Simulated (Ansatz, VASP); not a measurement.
One calculation of Na5ZrO2, two programs

```
CELL_PARAMETERS angstrom
3.42758 0.00000 0.00000
-1.71379 2.96837 0.00000
0.00000 0.00000 18.36313
ATOMIC_POSITIONS crystal
Na 0.66667 0.33333 0.16371
Na 0.33333 0.66667 0.32961
Na 0.00000 0.00000 0.50000
Na 0.66667 0.33333 0.67039
Na 0.33333 0.66667 0.83629
Zr 0.00000 0.00000 0.00000
O 0.66667 0.33333 0.94872
O 0.33333 0.66667 0.05128
```

Alike in both runs: functional PBE; k mesh 12 × 12 × 2; occupations gaussian, width 0.1 eV; no spin polarisation.

Ansatz relaxed the structure, and its values are those at the end. VASP's run is a single point on that final structure, the one shown.

|  | VASP | Ansatz |
| --- | --- | --- |
| version | VASP 6.6.1 | Ansatz 0.2.0 |
| potentials or method | VASP PAW PBE potentials, release 64 (Na_pv, Zr_sv, O), cutoff 520 eV | scalar-relativistic, plane waves, PAW |
| valence electrons in the cell | 59 | 69 |

VASP gave:

```
gap on the k mesh at the Fermi level (eV) : none
pressure (GPa)                            : 0.1
rms of the force components (eV/Å)        : 0.007
```

**Question.** Estimate Ansatz's values.

**Answer.** gap on the k mesh at the Fermi level (eV): none; pressure (GPa): 0.0; rms of the force components (eV/Å): 0.001.

A gap of «none» marks a metal or a gap that the smearing closes. The functional is the same, so the differences come from potentials, cutoffs and numerics. VASP's potentials hold 59 valence electrons a cell and Ansatz's 69, so a difference there can come from the potentials and not from the codes.
